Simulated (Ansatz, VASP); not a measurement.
AlGa3N4: VASP beside Ansatz

```
Al Ga N
1.0
     5.16960   -0.02839    0.00328
    -0.01747    3.14747    0.00222
    -0.00023    0.00387    5.46245
Al Ga N
1 3 4
Direct
  0.97160 0.46383 0.67453
  0.52297 0.50766 0.35447
  0.51192 0.00759 0.84451
  0.96388 0.03830 0.13883
  0.11349 0.53940 0.33911
  0.13281 0.93774 0.82351
  0.62057 0.02035 0.18279
  0.65036 0.48513 0.64225
```

Change from the starting cell: all atoms moved at random (sigma 0.1 Å a component), cell strained at random (sigma 0.01).

Alike in both runs: task single point; functional PBEsol; k mesh 6 × 8 × 6; occupations gaussian, width 0.05 eV; no spin polarisation.

|  | VASP | Ansatz |
| --- | --- | --- |
| version | VASP 6.6.1 | Ansatz 0.2.0 |
| potentials or method | VASP PAW PBE potentials, release 64 (Al, Ga_d, N), cutoff 520 eV | scalar-relativistic, plane waves, PAW |
| valence electrons in the cell | 62 | 62 |

VASP gave:

```
gap on the k mesh at the Fermi level (eV)                     : 0.93
least direct gap on the mesh (eV)                             : 0.93
pressure (GPa)                                                : 7.5
traceless stress, the component that is largest in VASP (GPa) : -8.78
rms of the force components (eV/Å)                            : 2.770
```

**Question.** What did Ansatz give for the same quantities?

**Answer.** gap on the k mesh at the Fermi level (eV): 0.92; least direct gap on the mesh (eV): 0.92; pressure (GPa): 7.6; traceless stress, the component that is largest in VASP (GPa): -8.84; rms of the force components (eV/Å): 2.776.

VASP's potentials were made for PBE, not for PBEsol. Atom by atom the forces differ by 0.039 eV/Å (rms over components). With one functional, cell and mesh, what is left measures potentials, basis and numerics.
